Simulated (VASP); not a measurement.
A run of VASP 6.6.1 is set up as follows.

File INCAR:

```
SYSTEM = BN
PREC = Accurate
ENCUT = 520
EDIFF = 1E-7
ISMEAR = 0
SIGMA = 0.05
LREAL = .FALSE.
LASPH = .TRUE.
NELM = 60
ALGO = Normal
ISIF = 2
LWAVE = .FALSE.
LCHARG = .TRUE.
GGA = PE
IVDW = 12
LELF = .TRUE.
LVHAR = .TRUE.
ISYM = 0
NBANDS = 26
```

KPOINTS

```
regular mesh
0
G
  7 9 3
  0 0 0
```

Contents of POSCAR:

```
BN
1.0
    1.2538424667     -3.3394821656      0.0000000000
    2.5076849335      0.0000000000      0.0000000000
    0.0000000000      0.0000000000      9.6753276438
B N
4 4
Direct
    0.0000000000      0.0000000000      0.7472216316
    0.0000000000      0.5000000000      0.0747383863
    0.0000000000      0.0000000000      0.2988994681
    0.0000000000      0.5000000000      0.5230605498
    0.0000000000      0.0000000000      0.1493778587
    0.0000000000      0.5000000000      0.3735389405
    0.0000000000      0.0000000000      0.5977000222
    0.0000000000      0.5000000000      0.8218611040
```

Potentials or basis: VASP PAW PBE potentials, release 64 (B, N).

Command:

```sh
$ cat potpaw_PBE.64/B/POTCAR potpaw_PBE.64/N/POTCAR > POTCAR
$ mpirun -np 1 vasp_std > vasp.out
```

Question: What does it give for the dispersion energy per atom?

Answer: -0.137 eV.

Question: Predict the band gap on the k mesh.

Answer: 1.07 eV (least direct gap 1.19 eV).

Question: What does it give for the pressure?

Answer: -7.4 GPa.

Stress tensor (GPa, compression positive):
```
 -3.48   0.00   0.00
  0.00   0.33   0.00
  0.00   0.00 -18.94
```

Caveat: the cell differs from its parent crystal (the distance across one plane changed); the stress differs along the axes, from -19 to 0 GPa; forces of over 1 eV/Å act on the atoms, so gaps and moduli don't describe the material at rest. A k mesh can miss the band edges.
